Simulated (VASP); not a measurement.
Mo:

```
Mo
1.0
    -1.57365    1.57365    1.57365
     1.57365   -1.57365    1.57365
     1.57365    1.57365   -1.57365
Mo
1
Cartesian
  0.0000 0.0000 0.0000
```

| Quantity | Value |
| --- | --- |
| Program | VASP 6.6.1 |
| Task | relaxation of cell and atoms |
| Functional | LDA |
| Potentials or basis | VASP PAW LDA potentials, release 64 (Mo_sv) |
| Cutoff | 600 eV |
| k mesh | 14 × 14 × 14 |
| Occupations | fermi-dirac, width 0.1 eV |
| Spin | no spin polarisation |

At the start: pressure -7.8 GPa; volume 15.59 Å³/atom.

How do energy, volume and symmetry change on relaxing?

Over 4 steps the energy falls by 11.0 meV/atom and the volume is 15.15 Å³/atom (-2.8 %); space group Im-3m (No. 229, to 0.05 Å).

The path:
```csv
step,energy change (eV),largest force (eV/Å),pressure (GPa),volume (Å³)
1,0.0000,0.0000,-7.82,15.59
2,0.0903,0.0000,28.65,13.93
3,-0.0110,0.0000,-0.29,15.16
4,-0.0110,0.0000,-0.03,15.15
```

Final structure:
```yaml
crystal:
  lattice:
    - [-1.55878, 1.55878, 1.55878]
    - [1.55878, -1.55878, 1.55878]
    - [1.55878, 1.55878, -1.55878]
  atoms:
    - { symbol: Mo, position: [0.00000, 0.00000, 0.00000] }
```
